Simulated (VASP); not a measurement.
# Cr (Fm-3m) in VASP: notebook

The runs below take Cr through single point, with PBEsol.

Program: VASP 6.6.1. These are calculated values, not measurements. Logs are shortened: lines on timing, memory, paths and dates and some standing lists are left out, and cuts for length are marked.

**1. The cell of the first run**

The structure is cubic, space group Fm-3m (No. 225). Conventional cell: a = 3.680 Å, b = 3.680 Å, c = 3.680 Å, α = 90.00°, β = 90.00°, γ = 90.00°. Within 3.4 Å of Cr (site symmetry m-3m) lie 12 Cr at 2.60 Å.

**2. Single point, PBEsol**

INCAR reads:

```
ALGO = Normal
EDIFF = 1E-6
ENCUT = 520
GGA = PS
ISIF = 2
ISMEAR = 0
LASPH = T
LCHARG = F
LREAL = F
LWAVE = F
NBANDS = 12
NELM = 100
PREC = Accurate
SIGMA = 0.15
```

KPOINTS reads:

```
k-points
0
Gamma
  22 22 22
```

POSCAR reads:

```
Cr
1.0
    0.0000000000      1.8400000000      1.8400000000
    1.8400000000      0.0000000000      1.8400000000
    1.8400000000      1.8400000000      0.0000000000
Cr
1
Direct
    0.0000000000      0.0000000000      0.0000000000
```

Potentials or basis: VASP PAW PBE potentials, release 64 (Cr_pv).

Launch:

```sh
$ cat potpaw_PBE.64/Cr_pv/POTCAR > POTCAR
$ mpirun -np 1 vasp_std > vasp.out
```

OUTCAR:

```text
EDIFF = 1E-6
   ENCUT = 520
   GGA = PS
   ISIF = 2
   ISMEAR = 0
   LASPH = T
   LREAL = F
   NELM = 100
   PREC = Accurate

 ion  position               nearest neighbor table
   1  0.000  0.000  0.000-

  LATTYP: Found a face centered cubic cell.
 ALAT       =     3.6800000000

  Lattice vectors:

 A1 = (   0.0000000000,   1.8400000000,   1.8400000000)
 A2 = (   1.8400000000,   0.0000000000,   1.8400000000)
 A3 = (   1.8400000000,   1.8400000000,   0.0000000000)

Analysis of symmetry for initial positions (statically):
=====================================================================
 Subroutine PRICEL returns:
 Original cell was already a primitive cell.

 Routine SETGRP: Setting up the symmetry group for a
 face centered cubic supercell.

 Subroutine GETGRP returns: Found 48 space group operations
 (whereof 48 operations were pure point group operations)
 out of a pool of 48 trial point group operations.

The static configuration has the point symmetry O_h .

Analysis of symmetry for dynamics (positions and initial velocities):
=====================================================================
 Subroutine PRICEL returns:
 Original cell was already a primitive cell.

 Routine SETGRP: Setting up the symmetry group for a
 face centered cubic supercell.

 Subroutine GETGRP returns: Found 48 space group operations
 (whereof 48 operations were pure point group operations)
 out of a pool of 48 trial point group operations.

The dynamic configuration has the point symmetry O_h .

 Subroutine INISYM returns: Found 48 space group operations
 (whereof 48 operations are pure point group operations),
 and found     1 'primitive' translations

----------------------------------------------------------------------------------------

                                     Primitive cell

  volume of cell :      12.4590

  direct lattice vectors                    reciprocal lattice vectors
     0.000000000  1.840000000  1.840000000    -0.271739130  0.271739130  0.271739130
     1.840000000  0.000000000  1.840000000     0.271739130 -0.271739130  0.271739130
     1.840000000  1.840000000  0.000000000     0.271739130  0.271739130 -0.271739130

  length of vectors
     2.602152955  2.602152955  2.602152955     0.470665980  0.470665980  0.470665980

  position of ions in fractional coordinates (direct lattice)
     0.000000000  0.000000000  0.000000000

  ion indices of the primitive-cell ions
   primitive index   ion index
                 1           1

----------------------------------------------------------------------------------------

 KPOINTS: k-points

Automatic generation of k-mesh.
 Grid dimensions read from file:
 generate k-points for:   22   22   22

 Generating k-lattice:

  Cartesian coordinates                     Fractional coordinates (reciprocal lattice)
    -0.012351779  0.012351779  0.012351779     0.045454545  0.000000000  0.000000000
     0.012351779 -0.012351779  0.012351779     0.000000000  0.045454545  0.000000000
     0.012351779  0.012351779 -0.012351779     0.000000000  0.000000000  0.045454545

  Length of vectors
     0.021393908  0.021393908  0.021393908

  Shift w.r.t. Gamma in fractional coordinates (k-lattice)
     0.000000000  0.000000000  0.000000000

 Subroutine IBZKPT returns following result:
 ===========================================

 Found    328 irreducible k-points:

 Following reciprocal coordinates:
            Coordinates               Weight
  0.000000  0.000000  0.000000      1.000000
  0.045455  0.000000  0.000000      8.000000
  0.090909  0.000000  0.000000      8.000000
  0.136364  0.000000  0.000000      8.000000
  0.181818  0.000000  0.000000      8.000000
  0.227273  0.000000  0.000000      8.000000
[... 16 lines left out ...]
  0.500000  0.045455  0.000000     24.000000
 -0.454545  0.045455  0.000000     24.000000
 [... further k-points ...]
   k-points           NKPTS =    328   k-points in BZ     NKDIM =    328   number of bands    NBANDS=     12
   number of dos      NEDOS =    301   number of ions     NIONS =      1
   total plane-waves  NPLWV =   8000
   dimension x,y,z NGX =    20 NGY =   20 NGZ =   20
   dimension x,y,z NGXF=    40 NGYF=   40 NGZF=   40
   ions per type =               1
   NGX,Y,Z   is equivalent  to a cutoff of  12.78, 12.78, 12.78 a.u.
   NGXF,Y,Z  is equivalent  to a cutoff of  25.56, 25.56, 25.56 a.u.
 SYSTEM =  unknown system
   PREC   = accura    normal or accurate (medium, high low for compatibility)
   ISTART =      0    job   : 0-new  1-cont  2-samecut
   ICHARG =      2    charge: 1-file 2-atom 10-const
   ISPIN  =      1    spin polarized calculation?
   LNONCOLLINEAR =      F non collinear calculations
   LSORBIT =      F    spin-orbit coupling
   LASPH  =      T    aspherical Exc in radial PAW
   ENCUT  =  520.0 eV  38.22 Ry    6.18 a.u.   4.84  4.84  4.84*2*pi/ulx,y,z
   NELM   =    100;   NELMIN=  2; NELMDL= -5     # of ELM steps
   EDIFF  = 0.1E-05   stopping-criterion for ELM
   LREAL  =      F    real-space projection
   EDIFFG = 0.1E-04   stopping-criterion for IOM
   NSW    =      0    number of steps for IOM
   IBRION =     -1    ionic relax: 0-MD 1-quasi-New 2-CG
   NFREE  =      0    steps in history (QN), initial steepest desc. (CG)
   ISIF   =      2    stress and relaxation
   ISYM   =      2    0-nonsym 1-usesym 2-fastsym
   POTIM  = 0.5000    time-step for ionic-motion
   TEBEG  =    0.0;   TEEND  =   0.0 temperature during run
   PSTRESS=    0.0 pullay stress
   NELECT =      12.0000    total number of electrons
   NUPDOWN=      -1.0000    fix difference up-down
   EMIN   =  10.00;   EMAX   =-10.00  energy-range for DOS
   EFERMI =   0.00;   METHOD = LEGACY
   ISMEAR =     0;   SIGMA  =   0.15  broadening in eV -4-tet -1-fermi 0-gaus
   EFERMI_NEDOS =   21; number of points for ismear=-14 and -15
   IALGO  =     38    algorithm
   IMIX   =      4    mixing-type and parameters
     AMIX     =   0.40;   BMIX     =  1.00
     AMIX_MAG =   1.60;   BMIX_MAG =  1.00
  volume/ion in A,a.u.               =      12.46        84.08
  Fermi-wavevector in a.u.,A,eV,Ry     =   1.616742  3.055200 35.563658  2.613855
  Thomas-Fermi vector in A             =   2.711279
   LORBIT       =      0    0 simple, 1 ext, 2 COOP (PROOUT), +10 PAW based schemes
   GGA     = PS    functional components
   LHFCALC =     F    Hartree Fock is set to
   AEXX    =    0.0000 exact exchange contribution
   IVDW    =     0    specifies the selected vdW correction
   LEPSILON=     F    determine dielectric tensor
   LRPA    =     F    only Hartree local field effects (RPA)
 non-spin polarized calculation
 Gauss-broadening in eV      SIGMA  =   0.15
  energy-cutoff  :      520.00
  volume of cell :       12.46
 maximum number of plane-waves:       344
   NGX =  9   NGY =  9   NGZ =  9

 number of electron      11.9999991 magnetization

 Free energy of the ion-electron system (eV)
  ---------------------------------------------------
  ext. energy  EPLUGINS =         0.00000000
  ---------------------------------------------------
  free energy    TOTEN  =        -9.77961752 eV

  energy without entropy =       -9.75706397  energy(sigma->0) =       -9.76834075

 E-fermi :   9.5418     XC(G=0): -13.3827

 val. band max:        9.5414993444   @ k =   0.3182   0.0909   0.0000
 cond. band min:       9.5435699278   @ k =   0.1364   0.1364   0.0000
 fundamental gap:      0.0020705835
 Fermi energy:         9.5418203075

 k-point     1 :       0.0000    0.0000    0.0000
  band No.  band energies     occupation
      1     -32.7594      2.00000
      2     -32.7594      2.00000
      3     -32.7594      2.00000
      4       2.1858      2.00000
      5       9.1549      1.99974
      6       9.1549      1.99974
      7       9.1549      1.99974
      8      10.7732      0.00000
      9      10.7732      0.00000
     10      16.9948      0.00000
     11      29.0487      0.00000
     12      34.3169      0.00000

 k-point     2 :       0.0455    0.0000    0.0000
  band No.  band energies     occupation
      1     -32.7747      2.00000
      2     -32.7614      2.00000
      3     -32.7614      2.00000
      4       2.2666      2.00000
      5       9.1170      1.99994
      6       9.1815      1.99932
      7       9.1815      1.99932
      8      10.7583      0.00000
      9      10.7583      0.00000
     10      16.9948      0.00000
     11      29.0700      0.00000
     12      33.5300      0.00000

 k-point     3 :       0.0909    0.0000    0.0000
  band No.  band energies     occupation
      1     -32.8192      2.00000
      2     -32.7670      2.00000
      3     -32.7670      2.00000
      4       2.5053      2.00000
      5       9.0110      2.00000
      6       9.2546      1.99324
      7       9.2546      1.99324
      8      10.7215      0.00000
      9      10.7215      0.00000
     10      16.9947      0.00000
     11      29.0530      0.00000
     12      32.0370      0.00000
[... 286 lines left out ...]
 k-point    23 :       0.5000    0.0455    0.0000
  band No.  band energies     occupation
      1     -33.4818      2.00000
      2     -32.8637      2.00000
      3     -32.8578      2.00000
      4       5.8720      2.00000
      5       8.9531      2.00000
      6       9.0761      1.99999
      7      10.0566      0.00000
      8      11.9194      0.00000
      9      12.1709      0.00000
     10      16.9891      0.00000
     11      18.3934      0.00000
     12      27.9785      0.00000

 k-point    24 :      -0.4545    0.0455    0.0000
  band No.  band energies     occupation
      1     -33.4771      2.00000
      2     -32.8657      2.00000
      3     -32.8545      2.00000
      4       5.8657      2.00000
      5       8.9671      2.00000
      6       9.0763      1.99999
      7      10.0000      0.00002
      8      11.8526      0.00000
      9      12.1854      0.00000
     10      16.9897      0.00000
     11      18.5117      0.00000
     12      27.9952      0.00000

 [... further k-points ...]

------------------------ aborting loop because EDIFF is reached ----------------------------------------

  FORCE on cell =-STRESS in cart. coord.  units (eV):
  Direction    XX          YY          ZZ          XY          YZ          ZX
  --------------------------------------------------------------------------------------
  -------------------------------------------------------------------------------------
  Total       -1.4460760     -1.4460760     -1.4460760     -0.0000000      0.0000000     -0.0000000
  in kB     -185.9594402   -185.9594402   -185.9594402     -0.0000000      0.0000000     -0.0000000
  external PRESSURE =    -185.9594402 kB  Pullay stress =       0.0000000 kB

 VOLUME and BASIS-vectors are now :
 -----------------------------------------------------------------------------
  energy-cutoff  :      520.00
  volume of cell :       12.46
      direct lattice vectors                 reciprocal lattice vectors
     0.000000000  1.840000000  1.840000000    -0.271739130  0.271739130  0.271739130
     1.840000000  0.000000000  1.840000000     0.271739130 -0.271739130  0.271739130
     1.840000000  1.840000000  0.000000000     0.271739130  0.271739130 -0.271739130

 POSITION                                       TOTAL-FORCE (eV/Angst)
 -----------------------------------------------------------------------------------
      0.00000      0.00000      0.00000         0.000000     -0.000000      0.000000
 -----------------------------------------------------------------------------------
    total drift:                                0.000000      0.000000      0.000000

  FREE ENERGIE OF THE ION-ELECTRON SYSTEM (eV)
  ---------------------------------------------------
  free  energy   TOTEN  =        -9.7796175237 eV

  energy  without entropy=       -9.7570639687  energy(sigma->0) =       -9.76834075
```

It took 23 s on 1 thread of Intel Xeon Platinum 8488C (Sapphire Rapids), shared host; peak memory 0.16 GiB.

Results:

```yaml
Free_energy: -9.7796 eV
Pressure: -18.6 GPa
Band_gap_on_the_k_mesh: zero (band 6 reaches 11.87 eV, above the bottom of band 7 at 9.15 eV)
```

Caveat: the PAW data sets were made with another functional, which shifts forces and pressure a little; the run has no spin polarisation, though such a crystal can be magnetic.

**3. Single point, PBEsol**

INCAR reads:

```
PREC = Accurate ; ENCUT = 520
EDIFF = 1E-6 ; ISMEAR = 0
SIGMA = 0.15 ; LREAL = False
LASPH = True ; NELM = 60
ALGO = Normal ; ISIF = 2
LWAVE = False ; LCHARG = False
GGA = PS ; NBANDS = 12
```

KPOINTS reads:

```
regular mesh
0
Gamma
  24 24 24
```

POSCAR is that of step 2.

Potentials or basis: VASP PAW PBE potentials, release 64 (Cr_pv).

Launch:

```sh
$ cat potpaw_PBE.64/Cr_pv/POTCAR > POTCAR
$ mpirun -np 1 vasp_std > vasp.out
```

Wall time 28 s (1 thread of Intel Xeon Platinum 8488C (Sapphire Rapids), shared host); peak memory 0.17 GiB.

The run converged. Its results:

| Quantity | Value |
| --- | --- |
| Free energy | -9.7798 eV |
| Pressure | -18.6 GPa |
| Band gap on the k mesh | zero (band 6 reaches 11.87 eV, above the bottom of band 7 at 9.15 eV) |

Levels at points of the mesh, in eV from the Fermi level:
```csv
k point,band 4,band 5,band 6,band 7,band 8,band 9
"(0.00, 0.00, 0.00)",-7.35,-0.39,-0.39,-0.39,1.23,1.23
"(0.50, 0.00, 0.00)",-3.72,-0.51,-0.51,0.73,2.37,2.37
"(0.50, 0.50, 0.00)",-3.87,-3.05,2.33,2.68,2.68,3.48
```

Caveat: the PAW data sets were made with another functional, which shifts forces and pressure a little; the run has no spin polarisation, though such a crystal can be magnetic.
